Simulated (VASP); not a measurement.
W: single point with PBEsol

W:

```
W
1.0
    -1.54774    1.54774    1.54774
     1.54774   -1.54774    1.54774
     1.54774    1.54774   -1.54774
W
1
Direct
  0.00000 0.00000 0.00000
```

| Property | Result |
| --- | --- |
| Program | VASP 6.6.1 |
| Task | single point |
| Functional | PBEsol |
| Potentials or basis | VASP PAW PBE potentials, release 64 (W_sv) |
| Cutoff | 520 eV |
| k mesh | 8 × 8 × 8 |
| Occupations | gaussian, width 0.1 eV |
| Spin | no spin polarisation |

```yaml
Pressure: 22.5 GPa
Band_gap_on_the_k_mesh: zero (band 7 reaches 17.94 eV, above the bottom of band 8 at 10.91 eV)
```

Levels at points of the mesh, in eV from the Fermi level:
```tsv
k point	band 4	band 5	band 6	band 7	band 8	band 9	band 10	band 11
(0.00, 0.00, 0.00)	-37.24	-9.74	-1.08	-1.08	-1.08	2.67	2.67	14.96
(0.50, 0.00, 0.00)	-37.25	-6.47	-3.64	1.23	2.61	3.67	7.06	11.95
(0.50, 0.50, 0.50)	-38.36	-6.14	-6.14	5.95	5.95	5.95	9.09	9.09
```

Wall time 3.3 s on 1 thread of Intel Xeon 6975P-C, with other jobs on the host, peak memory 0.13 GiB.

Caveat: the PAW data sets were made with another functional, which shifts forces and pressure a little; spin-orbit coupling is left out, which moves the levels of the heavy elements.
